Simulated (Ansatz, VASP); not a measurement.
## Two plane-wave programs on TiN

```xyz
2
Lattice="0.0000 2.0858 2.0858 2.0858 0.0000 2.0858 2.0858 2.0858 0.0000" Properties=species:S:1:pos:R:3 pbc="T T T"
Ti    0.0000    0.0000    0.0000
N     2.0858    2.0858    2.0858
```

Alike in both runs: functional LDA; k mesh 16 × 16 × 16; occupations gaussian, width 0.1 eV; no spin polarisation.

Ansatz relaxed the structure, and its values are those at the end. VASP's run is a single point on that final structure, the one shown.

|  | VASP | Ansatz |
| --- | --- | --- |
| version | VASP 6.6.1 | Ansatz 0.2.0 |
| potentials or method | VASP PAW LDA potentials, release 64 (Ti_sv, N), cutoff 520 eV | scalar-relativistic, plane waves, PAW |
| valence electrons in the cell | 17 | 17 |

VASP gave:

- gap on the k mesh at the Fermi level (eV): none
- pressure (GPa): 1.1

Q: Estimate Ansatz's values.

A: gap on the k mesh at the Fermi level (eV): none; pressure (GPa): 0.0.

LDA's correlation is that of Perdew and Zunger in VASP and of Perdew and Wang (1992) in Ansatz. A gap of «none» marks a metal or a gap that the smearing closes.
